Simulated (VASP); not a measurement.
A run of VASP 6.6.1:

Contents of INCAR:

```
PREC = Accurate
ENCUT = 520
EDIFF = 1E-6
ISMEAR = 0
SIGMA = 0.15
LREAL = False
LASPH = True
NELM = 150
ALGO = Normal
ISIF = 2
LWAVE = False
LCHARG = True
ISPIN = 2
MAGMOM = 0.7 0.7 0.7 0
LORBIT = 11
NUPDOWN = 2.1
LMAXMIX = 4
GGA = PS
LELF = True
LVHAR = True
NBANDS = 32
```

File KPOINTS:

```
regular mesh
0
Gamma
  12 12 12
```

File POSCAR:

```
Ti3Al
1.0
    0.0000000000      3.1231701287      3.1231701287
    3.1231701287      0.0000000000      3.1231701287
    3.1231701287      3.1231701287      0.0000000000
Ti Al
3 1
Direct
    0.7500000000      0.7500000000      0.7500000000
    0.2500000000      0.2500000000      0.2500000000
    0.0000000000      0.0000000000      0.0000000000
    0.5000000000      0.5000000000      0.5000000000
```

Potentials or basis: VASP PAW PBE potentials, release 64 (Ti_sv, Al).

Run with:

```bash
$ cat potpaw_PBE.64/Ti_sv/POTCAR potpaw_PBE.64/Al/POTCAR > POTCAR
$ mpirun -np 1 vasp_std > vasp.out
```

Hardware: 1 thread of Oxide Virtual Turin-like Processor, with other jobs on the host.

Question: How long does it take, and how much memory?

Answer: Run time: 7.2 min on 1 thread of Oxide Virtual Turin-like Processor, on a shared host, peak memory 0.33 GiB. Counts: scf iterations 16, k points 72.
